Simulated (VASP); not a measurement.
# SiO2 (P4_32_12) in VASP: notebook

The runs below take SiO2 through single point, with PBE, BLYP.

All numbers are computed with VASP 6.6.1; they aren't measurements. Logs are shortened: lines on timing, memory, paths and dates and some standing lists are left out, and cuts for length are marked.

## 1. The cell of the first run

It takes space group P4_32_12 (No. 96, tetragonal). Conventional cell: a = 4.976 Å, b = 4.976 Å, c = 6.901 Å, α = 90.00°, β = 90.00°, γ = 90.00°. Within 2.1 Å of Si (site symmetry 2) lie 4 O at 1.61 Å. O (site symmetry 1) has 2 Si at 1.61 Å within 2.1 Å.

## 2. Single point, PBE

Input file INCAR:

```
SYSTEM = SiO2
PREC = Accurate ; ENCUT = 520
EDIFF = 1E-6 ; ISMEAR = -1
SIGMA = 0.05 ; LREAL = .FALSE.
LASPH = .TRUE. ; NELM = 80
ALGO = Normal ; ISIF = 2
LWAVE = .FALSE. ; LCHARG = .FALSE.
GGA = PE ; NBANDS = 44
```

Input file KPOINTS:

```
regular mesh
0
G
  6 6 4
  0 0 0
```

Input file POSCAR:

```
SiO2
1.0
    4.9755888200      0.0000000000      0.0000000000
    0.0000000000      4.9755888200      0.0000000000
    0.0000000000      0.0000000000      6.9008894400
Si O
4 8
Direct
    0.8032465600      0.8032465600      0.5000000000
    0.6967534400      0.3032465600      0.2500000000
    0.3032465600      0.6967534400      0.7500000000
    0.1967534400      0.1967534400      0.0000000000
    0.7617576300      0.1103870700      0.4320415600
    0.8896129300      0.2382423700      0.0679584400
    0.1103870700      0.7617576300      0.5679584400
    0.2617576300      0.3896129300      0.8179584400
    0.2382423700      0.8896129300      0.9320415600
    0.7382423700      0.6103870700      0.3179584400
    0.3896129300      0.2617576300      0.1820415600
    0.6103870700      0.7382423700      0.6820415600
```

Potentials or basis: VASP PAW PBE potentials, release 64 (Si, O).

On the command line:

```sh
$ cat potpaw_PBE.64/Si/POTCAR potpaw_PBE.64/O/POTCAR > POTCAR
$ mpirun -np 1 vasp_std > vasp.out
```

OUTCAR:

```text
SYSTEM = SiO2
   PREC = Accurate
   ENCUT = 520
   EDIFF = 1E-6
   ISMEAR = -1
   LREAL = .FALSE.
   LASPH = .TRUE.
   NELM = 80
   ISIF = 2
   GGA = PE

 ion  position               nearest neighbor table
   1  0.803  0.803  0.500-   5 1.61   7 1.61  10 1.61  12 1.61   2 3.07   3 3.07   2 3.07   3 3.07

   2  0.697  0.303  0.250-  10 1.61  11 1.61   5 1.61   6 1.61   1 3.07   4 3.07   1 3.07   4 3.07

   3  0.303  0.697  0.750-   8 1.61  12 1.61   9 1.61   7 1.61   1 3.07   4 3.07   4 3.07   1 3.07

   4  0.197  0.197  0.000-   6 1.61   9 1.61   8 1.61  11 1.61   2 3.07   3 3.07   3 3.07   2 3.07

   5  0.762  0.110  0.432-   1 1.61   2 1.61
   6  0.890  0.238  0.068-   4 1.61   2 1.61
   7  0.110  0.762  0.568-   1 1.61   3 1.61
   8  0.262  0.390  0.818-   3 1.61   4 1.61
   9  0.238  0.890  0.932-   4 1.61   3 1.61
  10  0.738  0.610  0.318-   2 1.61   1 1.61
  11  0.390  0.262  0.182-   2 1.61   4 1.61
  12  0.610  0.738  0.682-   3 1.61   1 1.61

  LATTYP: Found a simple tetragonal cell.
 ALAT       =     4.9755888200
 C/A-ratio  =     1.3869493018

  Lattice vectors:

 A1 = (   4.9755888200,   0.0000000000,   0.0000000000)
 A2 = (   0.0000000000,   4.9755888200,   0.0000000000)
 A3 = (   0.0000000000,   0.0000000000,   6.9008894400)

Analysis of symmetry for initial positions (statically):
=====================================================================
 Subroutine PRICEL returns:
 Original cell was already a primitive cell.

 Routine SETGRP: Setting up the symmetry group for a
 simple tetragonal supercell.

 Subroutine GETGRP returns: Found  8 space group operations
 (whereof  2 operations were pure point group operations)
 out of a pool of 16 trial point group operations.

The static configuration has the point symmetry C_2 .
 The point group associated with its full space group is D_4 .

Analysis of symmetry for dynamics (positions and initial velocities):
=====================================================================
 Subroutine PRICEL returns:
 Original cell was already a primitive cell.

 Routine SETGRP: Setting up the symmetry group for a
 simple tetragonal supercell.

 Subroutine GETGRP returns: Found  8 space group operations
 (whereof  2 operations were pure point group operations)
 out of a pool of 16 trial point group operations.

The dynamic configuration has the point symmetry C_2 .
 The point group associated with its full space group is D_4 .

 Subroutine INISYM returns: Found  8 space group operations
 (whereof  2 operations are pure point group operations),
 and found     1 'primitive' translations

----------------------------------------------------------------------------------------

                                     Primitive cell

  volume of cell :     170.8418

  direct lattice vectors                    reciprocal lattice vectors
     4.975588820  0.000000000  0.000000000     0.200981238  0.000000000  0.000000000
     0.000000000  4.975588820  0.000000000     0.000000000  0.200981238  0.000000000
     0.000000000  0.000000000  6.900889440     0.000000000  0.000000000  0.144908857

  length of vectors
     4.975588820  4.975588820  6.900889440     0.200981238  0.200981238  0.144908857

  position of ions in fractional coordinates (direct lattice)
     0.803246560  0.803246560  0.500000000
     0.696753440  0.303246560  0.250000000
     0.303246560  0.696753440  0.750000000
     0.196753440  0.196753440  0.000000000
     0.761757630  0.110387070  0.432041560
     0.889612930  0.238242370  0.067958440
     0.110387070  0.761757630  0.567958440
     0.261757630  0.389612930  0.817958440
     0.238242370  0.889612930  0.932041560
     0.738242370  0.610387070  0.317958440
     0.389612930  0.261757630  0.182041560
     0.610387070  0.738242370  0.682041560

  ion indices of the primitive-cell ions
   primitive index   ion index
                 1           1
                 2           2
                 3           3
                 4           4
                 5           5
                 6           6
                 7           7
                 8           8
                 9           9
                10          10
                11          11
                12          12

----------------------------------------------------------------------------------------

 KPOINTS: regular mesh

Automatic generation of k-mesh.
 Grid dimensions read from file:
 generate k-points for:    6    6    4

 Generating k-lattice:

  Cartesian coordinates                     Fractional coordinates (reciprocal lattice)
     0.033496873  0.000000000  0.000000000     0.166666667  0.000000000  0.000000000
     0.000000000  0.033496873  0.000000000     0.000000000  0.166666667  0.000000000
     0.000000000  0.000000000  0.036227214     0.000000000  0.000000000  0.250000000

  Length of vectors
     0.033496873  0.033496873  0.036227214

  Shift w.r.t. Gamma in fractional coordinates (k-lattice)
     0.000000000  0.000000000  0.000000000

 Subroutine IBZKPT returns following result:
 ===========================================

 Found     30 irreducible k-points:

 Following reciprocal coordinates:
            Coordinates               Weight
  0.000000  0.000000  0.000000      1.000000
  0.166667  0.000000  0.000000      4.000000
  0.333333  0.000000  0.000000      4.000000
  0.500000  0.000000  0.000000      2.000000
  0.166667  0.166667  0.000000      4.000000
  0.333333  0.166667  0.000000      8.000000
[... 16 lines left out ...]
  0.333333  0.000000  0.500000      4.000000
  0.500000  0.000000  0.500000      2.000000
 [... further k-points ...]
   k-points           NKPTS =     30   k-points in BZ     NKDIM =     30   number of bands    NBANDS=     44
   number of dos      NEDOS =    301   number of ions     NIONS =     12
   total plane-waves  NPLWV =  86400
   dimension x,y,z NGX =    40 NGY =   40 NGZ =   54
   dimension x,y,z NGXF=    80 NGYF=   80 NGZF=  108
   ions per type =               4   8
   NGX,Y,Z   is equivalent  to a cutoff of  13.36, 13.36, 13.01 a.u.
   NGXF,Y,Z  is equivalent  to a cutoff of  26.73, 26.73, 26.02 a.u.
 SYSTEM =  SiO2
   PREC   = accura    normal or accurate (medium, high low for compatibility)
   ISTART =      0    job   : 0-new  1-cont  2-samecut
   ICHARG =      2    charge: 1-file 2-atom 10-const
   ISPIN  =      1    spin polarized calculation?
   LNONCOLLINEAR =      F non collinear calculations
   LSORBIT =      F    spin-orbit coupling
   LASPH  =      T    aspherical Exc in radial PAW
   ENCUT  =  520.0 eV  38.22 Ry    6.18 a.u.   9.25  9.25 12.83*2*pi/ulx,y,z
   NELM   =     80;   NELMIN=  2; NELMDL= -5     # of ELM steps
   EDIFF  = 0.1E-05   stopping-criterion for ELM
   LREAL  =      F    real-space projection
[... 7 lines left out ...]
   TEBEG  =    0.0;   TEEND  =   0.0 temperature during run
   PSTRESS=    0.0 pullay stress
   NELECT =      64.0000    total number of electrons
   NUPDOWN=      -1.0000    fix difference up-down
   EMIN   =  10.00;   EMAX   =-10.00  energy-range for DOS
   EFERMI =   0.00;   METHOD = LEGACY
   ISMEAR =    -1;   SIGMA  =   0.05  broadening in eV -4-tet -1-fermi 0-gaus
   EFERMI_NEDOS =   21; number of points for ismear=-14 and -15
   IALGO  =     38    algorithm
   IMIX   =      4    mixing-type and parameters
     AMIX     =   0.40;   BMIX     =  1.00
     AMIX_MAG =   1.60;   BMIX_MAG =  1.00
  volume/ion in A,a.u.               =      14.24        96.07
  Fermi-wavevector in a.u.,A,eV,Ry     =   1.180149  2.230158 18.949534  1.392751
  Thomas-Fermi vector in A             =   2.316447
   LORBIT       =      0    0 simple, 1 ext, 2 COOP (PROOUT), +10 PAW based schemes
   GGA     = PE    functional components
   LHFCALC =     F    Hartree Fock is set to
   AEXX    =    0.0000 exact exchange contribution
   IVDW    =     0    specifies the selected vdW correction
   LEPSILON=     F    determine dielectric tensor
   LRPA    =     F    only Hartree local field effects (RPA)
 non-spin polarized calculation
  energy-cutoff  :      520.00
  volume of cell :      170.84
 maximum number of plane-waves:      4630
 NGX is ok and might be reduce to    40
   NGX = 19   NGY = 19   NGZ = 25

 number of electron      63.9999967 magnetization

 Free energy of the ion-electron system (eV)
  ---------------------------------------------------
  ext. energy  EPLUGINS =         0.00000000
  ---------------------------------------------------
  free energy    TOTEN  =       -94.84011080 eV

  energy without entropy =      -94.84011080  energy(sigma->0) =      -94.84011080

 E-fermi :   1.2616     XC(G=0):  -8.4625

 val. band max:        0.1722147409   @ k =   0.0000   0.0000   0.0000
 cond. band min:       5.9030712008   @ k =   0.0000   0.0000   0.0000
 fundamental gap:      5.7308564599
 Fermi energy:         1.2615514788

 k-point     1 :       0.0000    0.0000    0.0000
  band No.  band energies     occupation
      1     -19.2955      2.00000
      2     -18.3880      2.00000
      3     -18.3880      2.00000
      4     -17.2239      2.00000
      5     -17.1782      2.00000
      6     -17.1772      2.00000
[... 36 lines left out ...]
     43      11.6000      0.00000
     44      11.7442      0.00000

 k-point     2 :       0.1667    0.0000    0.0000
  band No.  band energies     occupation
      1     -19.2373      2.00000
      2     -18.4471      2.00000
      3     -18.3193      2.00000
      4     -17.2672      2.00000
      5     -17.2279      2.00000
      6     -17.1936      2.00000
[... 1026 lines left out ...]
 k-point    24 :       0.5000    0.0000    0.5000
  band No.  band energies     occupation
      1     -18.8401      2.00000
      2     -18.8401      2.00000
      3     -17.8590      2.00000
      4     -17.8590      2.00000
      5     -17.2232      2.00000
      6     -17.2232      2.00000
[... 36 lines left out ...]
     43      11.6604      0.00000
     44      11.6615      0.00000

 [... further k-points ...]

------------------------ aborting loop because EDIFF is reached ----------------------------------------

  FORCE on cell =-STRESS in cart. coord.  units (eV):
  Direction    XX          YY          ZZ          XY          YZ          ZX
  --------------------------------------------------------------------------------------
  -------------------------------------------------------------------------------------
  Total        5.1771905      5.1771905      5.3363044      0.0000000      0.0000000     -0.0000000
  in kB       48.5523989     48.5523989     50.0445903      0.0000000      0.0000000     -0.0000000
  external PRESSURE =      49.0497961 kB  Pullay stress =       0.0000000 kB

 VOLUME and BASIS-vectors are now :
 -----------------------------------------------------------------------------
  energy-cutoff  :      520.00
  volume of cell :      170.84
      direct lattice vectors                 reciprocal lattice vectors
     4.975588820  0.000000000  0.000000000     0.200981238  0.000000000  0.000000000
     0.000000000  4.975588820  0.000000000     0.000000000  0.200981238  0.000000000
     0.000000000  0.000000000  6.900889440     0.000000000  0.000000000  0.144908857

 POSITION                                       TOTAL-FORCE (eV/Angst)
 -----------------------------------------------------------------------------------
      3.99662      3.99662      3.45044        -0.025354     -0.025354     -0.000000
      3.46676      1.50883      1.72522         0.025354     -0.025354     -0.000000
      1.50883      3.46676      5.17567        -0.025354      0.025354     -0.000000
      0.97896      0.97896      0.00000         0.025354      0.025354     -0.000000
      3.79019      0.54924      2.98147         0.041910      0.158054      0.221068
      4.42635      1.18540      0.46897        -0.158054     -0.041910     -0.221068
      0.54924      3.79019      3.91942         0.158054      0.041910     -0.221068
      1.30240      1.93855      5.64464         0.041910     -0.158054     -0.221068
      1.18540      4.42635      6.43192        -0.041910     -0.158054      0.221068
      3.67319      3.03704      2.19420        -0.041910      0.158054     -0.221068
      1.93855      1.30240      1.25625        -0.158054      0.041910      0.221068
      3.03704      3.67319      4.70669         0.158054     -0.041910      0.221068
 -----------------------------------------------------------------------------------
    total drift:                                0.000000     -0.000000     -0.000000

  FREE ENERGIE OF THE ION-ELECTRON SYSTEM (eV)
  ---------------------------------------------------
  free  energy   TOTEN  =       -94.8401107994 eV

  energy  without entropy=      -94.8401107993  energy(sigma->0) =      -94.84011080
```

It took 2.5 min on 1 thread of Intel Xeon Platinum 8488C (Sapphire Rapids), shared host; peak memory 0.36 GiB.

What came out:

```yaml
Free_energy: -94.8401 eV
Pressure: 4.9 GPa
Largest_force: 0.275 eV/Å
Band_gap_on_the_k_mesh: 5.73 eV
```

Forces on the atoms (eV/Å):
```
Si  -0.025 -0.025  0.000
Si   0.025 -0.025  0.000
Si  -0.025  0.025  0.000
Si   0.025  0.025  0.000
O    0.042  0.158  0.221
O   -0.158 -0.042 -0.221
O    0.158  0.042 -0.221
O    0.042 -0.158 -0.221
O   -0.042 -0.158  0.221
O   -0.042  0.158 -0.221
O   -0.158  0.042  0.221
O    0.158 -0.042  0.221
```

Caveat: the cell stands under pressure. A k mesh can miss the band edges.

## 3. Single point, BLYP

This run uses another cell than the first one, of 16.05 Å³/atom.

Input file INCAR:

```
PREC = Accurate
ENCUT = 520
EDIFF = 1E-6
ISMEAR = -1
SIGMA = 0.05
LREAL = False
LASPH = True
NELM = 80
ALGO = Normal
ISIF = 2
LWAVE = False
LCHARG = False
GGA = B5
ALDAX = 1.0
AGGAX = 1.0
AGGAC = 1.0
ALDAC = 0.0
NBANDS = 44
```

Input file KPOINTS:

```
regular mesh
0
Gamma
  6 6 4
```

Input file POSCAR:

```
SiO2
1.0
    5.1597324350      0.0000000000      0.0000000000
    0.0000000000      5.1597324350      0.0000000000
    0.0000000000      0.0000000000      7.2354252826
Si O
4 8
Direct
    0.7853445679      0.7853445679      0.5000000000
    0.7146554321      0.2853445679      0.2500000000
    0.2853445679      0.7146554321      0.7500000000
    0.2146554321      0.2146554321      0.0000000000
    0.7558283872      0.0754997843      0.4149801375
    0.9245002157      0.2441716128      0.0850198625
    0.0754997843      0.7558283872      0.5850198625
    0.2558283872      0.4245002157      0.8350198625
    0.2441716128      0.9245002157      0.9149801375
    0.7441716128      0.5754997843      0.3350198625
    0.4245002157      0.2558283872      0.1649801375
    0.5754997843      0.7441716128      0.6649801375
```

Potentials or basis: VASP PAW PBE potentials, release 64 (Si, O).

On the command line:

```sh
$ cat potpaw_PBE.64/Si/POTCAR potpaw_PBE.64/O/POTCAR > POTCAR
$ mpirun -np 1 vasp_std > vasp.out
```

It took 3.3 min on 1 thread of Intel Xeon Platinum 8488C (Sapphire Rapids), shared host; peak memory 0.37 GiB.

Results (log left out):

| Property | Result |
| --- | --- |
| Free energy | -91.4400 eV |
| Pressure | 0.6 GPa |
| Largest force | 0.028 eV/Å |
| Band gap on the k mesh | 5.45 eV |

Forces in eV/Å, atoms in the order of the input:
```
Si   0.010  0.010  0.000
Si  -0.010  0.010  0.000
Si   0.010 -0.010  0.000
Si  -0.010 -0.010  0.000
O    0.002  0.021  0.018
O   -0.021 -0.002 -0.018
O    0.021  0.002 -0.018
O    0.002 -0.021 -0.018
O   -0.002 -0.021  0.018
O   -0.002  0.021 -0.018
O   -0.021  0.002  0.018
O    0.021 -0.002  0.018
```

Levels at points of the mesh, in eV from the valence-band top:
```csv
k point,band 28,band 29,band 30,band 31,band 32,band 33,band 34,band 35,band 36,band 37
"(0.00, 0.00, 0.00)",-0.98,-0.65,-0.17,-0.17,0.00,5.45,8.57,8.57,8.80,8.80
"(0.50, 0.00, 0.00)",-1.03,-0.64,-0.64,-0.38,-0.38,7.36,7.36,9.08,9.08,9.22
"(0.50, 0.50, 0.00)",-1.31,-0.59,-0.59,-0.57,-0.57,8.41,8.41,8.49,8.49,9.86
"(0.00, 0.00, 0.50)",-0.61,-0.45,-0.45,-0.39,-0.39,6.57,6.57,9.18,9.18,9.46
"(0.50, 0.00, 0.50)",-0.94,-0.92,-0.92,-0.11,-0.11,7.59,7.59,8.48,8.48,8.94
"(0.50, 0.50, 0.50)",-1.32,-0.67,-0.67,-0.67,-0.67,8.94,8.94,8.94,8.94,9.34
```

Caveat: the PAW data sets were made with another functional, which shifts forces and pressure a little. A k mesh can miss the band edges.
